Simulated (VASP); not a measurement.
# BeS (F-43m) in VASP: a series of runs

BeS is run at these levels: PBEsol; tasks: vibrations by perturbation theory.

All numbers are computed with VASP 6.6.1; they aren't measurements. Logs are shortened: lines on timing, memory, paths and dates and some standing lists are left out, and cuts for length are marked.

### Step 1. The cell of the first run

The structure is cubic, space group F-43m (No. 216). The conventional cell has a = 4.644 Å, b = 4.644 Å, c = 4.644 Å, α = 90.00°, β = 90.00°, γ = 90.00°. Be (site symmetry -43m) has 4 S at 2.01 Å within 2.7 Å. S (site symmetry -43m) has 4 Be at 2.01 Å within 2.7 Å.

### Step 2. Vibrations by perturbation theory, PBEsol

INCAR reads:

```
SYSTEM = BeS
PREC = Accurate
ENCUT = 520
EDIFF = 1E-8
ISMEAR = 0
SIGMA = 0.01
LREAL = .False.
LASPH = .True.
NELM = 80
ALGO = Normal
ISIF = 2
LWAVE = .False.
LCHARG = .True.
GGA = PS
IBRION = 8
NSW = 1
```

KPOINTS reads:

```
Automatic mesh
0
Gamma
  8 8 8
  0 0 0
```

POSCAR reads:

```
BeS
1.0
    2.3221970355      2.3221970355      0.0000000000
   -2.3221970355      2.3221970355      0.0000000000
    0.0000000000      2.3221970355      2.3221970355
Be S
1 1
Direct
    0.0000000000      0.0000000000      0.0000000000
    0.7500000000      0.2500000000      0.5000000000
```

Potentials or basis: VASP PAW PBE potentials, release 64 (Be, S).

On the command line:

```
$ cat potpaw_PBE.64/Be/POTCAR potpaw_PBE.64/S/POTCAR > POTCAR
$ mpirun -np 1 vasp_std > vasp.out
```

OUTCAR:

```text
SYSTEM = BeS
   PREC = Accurate
   ENCUT = 520
   EDIFF = 1E-8
   ISMEAR = 0
   LREAL = .False.
   LASPH = .True.
   NELM = 80
   ISIF = 2
   GGA = PS
   IBRION = 8
   NSW = 1

 ion  position               nearest neighbor table
   1  0.000  0.000  0.000-   2 2.01   2 2.01   2 2.01   2 2.01
   2  0.750  0.250  0.500-   1 2.01   1 2.01   1 2.01   1 2.01

  LATTYP: Found a face centered cubic cell.
 ALAT       =     4.6443940710

  Lattice vectors:

 A1 = (   0.0000000000,   2.3221970355,   2.3221970355)
 A2 = (   2.3221970355,   0.0000000000,   2.3221970355)
 A3 = (   2.3221970355,   2.3221970355,   0.0000000000)

Analysis of symmetry for initial positions (statically):
=====================================================================
 Subroutine PRICEL returns:
 Original cell was already a primitive cell.

 Routine SETGRP: Setting up the symmetry group for a
 face centered cubic supercell.

 Subroutine GETGRP returns: Found 24 space group operations
 (whereof 24 operations were pure point group operations)
 out of a pool of 48 trial point group operations.

The static configuration has the point symmetry T_d .

Analysis of symmetry for dynamics (positions and initial velocities):
=====================================================================
 Subroutine PRICEL returns:
 Original cell was already a primitive cell.

 Routine SETGRP: Setting up the symmetry group for a
 face centered cubic supercell.

 Subroutine GETGRP returns: Found 24 space group operations
 (whereof 24 operations were pure point group operations)
 out of a pool of 48 trial point group operations.

The dynamic configuration has the point symmetry T_d .

 Subroutine INISYM returns: Found 24 space group operations
 (whereof 24 operations are pure point group operations),
 and found     1 'primitive' translations

----------------------------------------------------------------------------------------

                                     Primitive cell

  volume of cell :      25.0454

  direct lattice vectors                    reciprocal lattice vectors
     2.322197035  2.322197035  0.000000000     0.215313340  0.215313340 -0.215313340
    -2.322197035  2.322197035  0.000000000    -0.215313340  0.215313340 -0.215313340
     0.000000000  2.322197035  2.322197035     0.000000000  0.000000000  0.430626680

  length of vectors
     3.284082542  3.284082542  3.284082542     0.372933645  0.372933645  0.430626680

  position of ions in fractional coordinates (direct lattice)
     0.000000000  0.000000000  0.000000000
     0.750000000  0.250000000  0.500000000

  ion indices of the primitive-cell ions
   primitive index   ion index
                 1           1
                 2           2

----------------------------------------------------------------------------------------

 KPOINTS: Automatic mesh

Automatic generation of k-mesh.
 Grid dimensions read from file:
 generate k-points for:    8    8    8

 Generating k-lattice:

  Cartesian coordinates                     Fractional coordinates (reciprocal lattice)
     0.026914168  0.026914168 -0.026914168     0.125000000  0.000000000  0.000000000
    -0.026914168  0.026914168 -0.026914168     0.000000000  0.125000000  0.000000000
     0.000000000  0.000000000  0.053828335     0.000000000  0.000000000  0.125000000

  Length of vectors
     0.046616706  0.046616706  0.053828335

  Shift w.r.t. Gamma in fractional coordinates (k-lattice)
[... 77 lines left out ...]
   GGA     = PS    functional components
   LHFCALC =     F    Hartree Fock is set to
   AEXX    =    0.0000 exact exchange contribution
   IVDW    =     0    specifies the selected vdW correction
   LEPSILON=     F    determine dielectric tensor
   LRPA    =     F    only Hartree local field effects (RPA)
 non-spin polarized calculation
 Gauss-broadening in eV      SIGMA  =   0.01
  energy-cutoff  :      520.00
  volume of cell :       25.05
 maximum number of plane-waves:       692
   NGX = 13   NGY = 13   NGZ = 13

--------------------------------------- Ionic step        1  -------------------------------------------

 number of electron       7.9999998 magnetization

 Free energy of the ion-electron system (eV)
  ---------------------------------------------------
  ext. energy  EPLUGINS =         0.00000000
  ---------------------------------------------------
  free energy    TOTEN  =       -10.42097239 eV

  energy without entropy =      -10.42097239  energy(sigma->0) =      -10.42097239

 E-fermi :   5.7017     XC(G=0): -10.4406

 val. band max:        5.5869784712   @ k =   0.0000   0.0000   0.0000
 cond. band min:       8.1843000281   @ k =   0.5000   0.5000   0.0000
 fundamental gap:      2.5973215570
 Fermi energy:         5.7017015451

 k-point     1 :       0.0000    0.0000    0.0000
  band No.  band energies     occupation
      1      -9.0841      2.00000
      2       5.5870      2.00000
      3       5.5870      2.00000
      4       5.5870      2.00000
      5      11.0986      0.00000
      6      11.0986      0.00000
      7      11.0986      0.00000
      8      12.4353      0.00000
[... 243 lines left out ...]
 k-point    24 :       0.5000    0.2500    0.1250
  band No.  band energies     occupation
      1      -6.7134      2.00000
      2      -0.5731      2.00000
      3       2.3377      2.00000
      4       3.3475      2.00000
      5      11.4566      0.00000
      6      12.3714      0.00000
      7      15.2545      0.00000
      8      16.5932      0.00000

 [... further k-points ...]

------------------------ aborting loop because EDIFF is reached ----------------------------------------

  FORCE on cell =-STRESS in cart. coord.  units (eV):
  Direction    XX          YY          ZZ          XY          YZ          ZX
  --------------------------------------------------------------------------------------
  -------------------------------------------------------------------------------------
  Total        2.3733653      2.3733653      2.3733653      0.0000000     -0.0000000      0.0000000
  in kB      151.8266364    151.8266364    151.8266364      0.0000000     -0.0000000      0.0000000
  external PRESSURE =     151.8266364 kB  Pullay stress =       0.0000000 kB

 VOLUME and BASIS-vectors are now :
 -----------------------------------------------------------------------------
  energy-cutoff  :      520.00
  volume of cell :       25.05
      direct lattice vectors                 reciprocal lattice vectors
     2.322197035  2.322197035  0.000000000     0.215313340  0.215313340 -0.215313340
    -2.322197035  2.322197035  0.000000000    -0.215313340  0.215313340 -0.215313340
     0.000000000  2.322197035  2.322197035     0.000000000  0.000000000  0.430626680

 POSITION                                       TOTAL-FORCE (eV/Angst)
 -----------------------------------------------------------------------------------
      0.00000      0.00000      0.00000         0.000000     -0.000000      0.000000
      1.16110      3.48330      1.16110        -0.000000      0.000000      0.000000
 -----------------------------------------------------------------------------------
    total drift:                               -0.000000      0.000000     -0.000000

  FREE ENERGIE OF THE ION-ELECTRON SYSTEM (eV)
  ---------------------------------------------------
  free  energy   TOTEN  =       -10.4209723938 eV

  energy  without entropy=      -10.4209723938  energy(sigma->0) =      -10.42097239

[... ionic steps 2 to 3 ...]

--------------------------------------- Ionic step        4  -------------------------------------------

------------------------ aborting loop because EDIFF is reached ----------------------------------------

[... ionic steps 5 to 6 ...]

--------------------------------------- Ionic step        7  -------------------------------------------

 Free energy of the ion-electron system (eV)
  ---------------------------------------------------
  ---------------------------------------------------
  free energy    TOTEN  =        -0.10090318 eV

  energy without entropy =       -0.10090318

------------------------ aborting loop because EDIFF is reached ----------------------------------------

 INTERNAL STRAIN TENSOR  FOR ION    2  DIRECTION 1   (eV/Angst):
 -----------------------------------------------------------------------------
     0.01491  0.00000  0.00000
     0.00000 -0.01794  9.05624
    -0.00000  9.05624 -0.01794

 INTERNAL STRAIN TENSOR FOR ION    2 for displacements in x,y,z  (eV/Angst):
          X           Y           Z          XY          YZ          ZX
  --------------------------------------------------------------------------------
  x     0.00000    -0.00000    -0.00000    -0.00000     9.05624     0.00000
  y     0.00000     0.00000     0.00000     0.00000    -0.00000     9.05624
  z    -0.00000    -0.00000     0.00000     9.05624     0.00000     0.00000

 SECOND DERIVATIVES (NOT SYMMETRIZED)
 ------------------------------------
               1X          1Y          1Z          2X          2Y          2Z
  1X   -12.050458   -0.000000    0.000000   12.050458    0.000000   -0.000000
  1Y     0.000000  -12.050458   -0.000000   -0.000000   12.050458    0.000000
  1Z     0.000000   -0.000000  -12.050458   -0.000000    0.000000   12.050458
  2X    12.042469    0.000000    0.000000  -12.042469    0.000000    0.000000
  2Y     0.000000   12.042469    0.000000    0.000000  -12.042469    0.000000
  2Z     0.000000    0.000000   12.042469    0.000000    0.000000  -12.042469

 Eigenvectors and eigenvalues of the dynamical matrix
 ----------------------------------------------------

   1 f  =   20.458499 THz   128.544540 2PiTHz  682.422068 cm-1    84.609515 meV
             X         Y         Z           dx          dy          dz
      0.000000  0.000000  0.000000     0.883576   -0.000000    0.000000
      1.161099  3.483296  1.161099    -0.468287    0.000000    0.000000
[... 21 lines left out ...]
   6 f/i=    0.002807 THz     0.017636 2PiTHz    0.093629 cm-1     0.011608 meV
             X         Y         Z           dx          dy          dz
      0.000000  0.000000  0.000000     0.468287   -0.000000    0.000000
      1.161099  3.483296  1.161099     0.883576    0.000000    0.000000

--------------------------------------------------------------------------------------------------------

 ELASTIC MODULI CONTR FROM IONIC RELAXATION (kBar)
 Direction    XX          YY          ZZ          XY          YZ          ZX
 --------------------------------------------------------------------------------
 XX          -0.0000     -0.0000     -0.0000      0.0000     -0.0000     -0.0000
 YY          -0.0000     -0.0000     -0.0000      0.0000      0.0000     -0.0000
 ZZ          -0.0000     -0.0000     -0.0000     -0.0000      0.0000     -0.0000
 XY           0.0000      0.0000     -0.0000   -438.6675      0.0000      0.0000
 YZ          -0.0000      0.0000      0.0000      0.0000   -438.6675     -0.0000
 ZX          -0.0000     -0.0000     -0.0000      0.0000     -0.0000   -438.6675
 --------------------------------------------------------------------------------
```

Run time: 38 s. Hardware: 1 thread of Intel Xeon Platinum 8488C (Sapphire Rapids), shared host; peak memory 0.18 GiB.

Results:

```
Highest phonon frequency at Γ, LO-TO splitting left out : 682 cm⁻¹
```

Phonon frequencies in cm⁻¹ (negative: imaginary):
```tsv
q point	frequencies
(0.000, 0.000, 0.000)	0 0 0 682 682 682
```

Caveat: the cell wasn't relaxed at this level first, which shifts response properties; the PAW data sets were made with another functional, which shifts forces and pressure a little.

### Step 3. Vibrations by perturbation theory, PBEsol

This run uses another cell than the first one, of 13.28 Å³/atom, 1.060 times its volume.

INCAR reads:

```
SYSTEM = BeS
PREC     = Accurate       ! precision mode
ENCUT    = 520            ! plane-wave cutoff, eV
EDIFF    = 1E-8           ! SCF threshold, eV
ISMEAR   = 0              ! smearing method
SIGMA    = 0.01           ! smearing width, eV
LREAL    = .False.        ! projectors in reciprocal space
LASPH    = .True.         ! aspherical terms in the spheres
NELM     = 60             ! most SCF steps
ALGO     = Normal         ! electronic algorithm
ISIF     = 2              ! what is computed and relaxed
LWAVE    = .False.        ! write WAVECAR
LCHARG   = .False.        ! write CHGCAR
GGA      = PS             ! functional
NBANDS   = 11             ! bands
IBRION   = 8              ! ionic algorithm
NSW      = 1              ! ionic steps
```

KPOINTS reads:

```
regular mesh
0
Gamma
  8 8 8
  0 0 0
```

POSCAR reads:

```
BeS
1.0
    2.3680772703      2.3680772703      0.0000000000
   -2.3680772703      2.3680772703      0.0000000000
    0.0000000000      2.3680772703      2.3680772703
Be S
1 1
Direct
    0.0000000000      0.0000000000      0.0000000000
    0.7500000000      0.2500000000      0.5000000000
```

Potentials or basis: VASP PAW PBE potentials, release 64 (Be, S).

On the command line:

```
$ cat potpaw_PBE.64/Be/POTCAR potpaw_PBE.64/S/POTCAR > POTCAR
$ mpirun -np 1 vasp_std > vasp.out
```

OUTCAR:

```text
SYSTEM = BeS
   PREC = Accurate
   ENCUT = 520
   EDIFF = 1E-8
   ISMEAR = 0
   LREAL = .False.
   LASPH = .True.
   NELM = 60
   ISIF = 2
   GGA = PS
   IBRION = 8
   NSW = 1

 ion  position               nearest neighbor table
   1  0.000  0.000  0.000-   2 2.05   2 2.05   2 2.05   2 2.05
   2  0.750  0.250  0.500-   1 2.05   1 2.05   1 2.05   1 2.05

  LATTYP: Found a face centered cubic cell.
 ALAT       =     4.7361545406

  Lattice vectors:

 A1 = (   0.0000000000,   2.3680772703,   2.3680772703)
 A2 = (   2.3680772703,   0.0000000000,   2.3680772703)
 A3 = (   2.3680772703,   2.3680772703,   0.0000000000)

Analysis of symmetry for initial positions (statically):
=====================================================================
 Subroutine PRICEL returns:
 Original cell was already a primitive cell.

[... 567 lines left out ...]

 INTERNAL STRAIN TENSOR  FOR ION    2  DIRECTION 1   (eV/Angst):
 -----------------------------------------------------------------------------
     0.01422  0.00000  0.00000
     0.00000 -0.01708  6.89215
     0.00000  6.89215 -0.01708

 INTERNAL STRAIN TENSOR FOR ION    2 for displacements in x,y,z  (eV/Angst):
          X           Y           Z          XY          YZ          ZX
  --------------------------------------------------------------------------------
  x    -0.00000     0.00000     0.00000     0.00000     6.89215    -0.00000
  y     0.00000    -0.00000     0.00000    -0.00000     0.00000     6.89215
  z     0.00000     0.00000    -0.00000     6.89215    -0.00000     0.00000

 SECOND DERIVATIVES (NOT SYMMETRIZED)
 ------------------------------------
               1X          1Y          1Z          2X          2Y          2Z
  1X   -10.299153    0.000000    0.000000   10.299153    0.000000    0.000000
  1Y     0.000000  -10.299153    0.000000    0.000000   10.299153    0.000000
  1Z     0.000000    0.000000  -10.299153    0.000000    0.000000   10.299153
  2X    10.303381    0.000000    0.000000  -10.303381    0.000000    0.000000
  2Y     0.000000   10.303381    0.000000    0.000000  -10.303381    0.000000
  2Z     0.000000    0.000000   10.303381    0.000000    0.000000  -10.303381

 Eigenvectors and eigenvalues of the dynamical matrix
 ----------------------------------------------------

   1 f  =   18.915764 THz   118.851252 2PiTHz  630.961978 cm-1    78.229280 meV
             X         Y         Z           dx          dy          dz
      0.000000  0.000000  0.000000    -0.000000    0.000000   -0.883472
      1.184039  3.552116  1.184039    -0.000000    0.000000    0.468484
[... 21 lines left out ...]
   6 f/i=    0.001607 THz     0.010095 2PiTHz    0.053591 cm-1     0.006644 meV
             X         Y         Z           dx          dy          dz
      0.000000  0.000000  0.000000     0.350880   -0.186778   -0.247940
      1.184039  3.552116  1.184039     0.661693   -0.352228   -0.467568

--------------------------------------------------------------------------------------------------------

 ELASTIC MODULI CONTR FROM IONIC RELAXATION (kBar)
 Direction    XX          YY          ZZ          XY          YZ          ZX
 --------------------------------------------------------------------------------
 XX          -0.0000      0.0000      0.0000     -0.0000      0.0000     -0.0000
 YY           0.0000     -0.0000     -0.0000     -0.0000     -0.0000      0.0000
 ZZ           0.0000     -0.0000     -0.0000      0.0000     -0.0000     -0.0000
 XY          -0.0000     -0.0000      0.0000   -280.5180     -0.0000     -0.0000
 YZ           0.0000     -0.0000     -0.0000     -0.0000   -280.5180     -0.0000
 ZX          -0.0000      0.0000     -0.0000     -0.0000     -0.0000   -280.5180
 --------------------------------------------------------------------------------
```

OSZICAR:

```text
N       E                     dE             d eps       ncg     rms          rms(c)
DAV:   1     0.201162677806E+02    0.20116E+02   -0.40475E+03   638   0.636E+02
DAV:   2    -0.960660707333E+01   -0.29723E+02   -0.28589E+02   857   0.118E+02
DAV:   3    -0.107466882927E+02   -0.11401E+01   -0.11387E+01   820   0.233E+01
[... 41 lines left out ...]
RMM:   9    -0.101448144995E+00    0.10976E-05   -0.76512E-08  3681   0.119E-04    0.484E-04
RMM:  10    -0.101446962652E+00    0.11823E-05   -0.48966E-08  3485   0.114E-04    0.110E-04
RMM:  11    -0.101446717522E+00    0.24513E-06    0.73128E-09  3809   0.388E-05    0.311E-05
RMM:  12    -0.101446652891E+00    0.64630E-07   -0.53689E-08  3799   0.180E-05    0.253E-06
RMM:  13    -0.101446635889E+00    0.17002E-07   -0.66931E-09  3745   0.134E-05    0.419E-07
RMM:  14    -0.101446634842E+00    0.10468E-08    0.36664E-08  2401   0.116E-05    0.658E-07
 Linear response finished
```

Run time: 87 s. Hardware: 1 thread of Intel Xeon Platinum 8488C (Sapphire Rapids), shared host; peak memory 0.21 GiB.

Results:

- Highest phonon frequency at Γ, LO-TO splitting left out: 631 cm⁻¹

Phonon frequencies in cm⁻¹ (negative: imaginary):
```csv
q point,frequencies
"(0.000, 0.000, 0.000)",0 0 0 631 631 631
```

Caveat: the cell wasn't relaxed at this level first, which shifts response properties; the PAW data sets were made with another functional, which shifts forces and pressure a little.

(Part 1 of 2 ends here.)
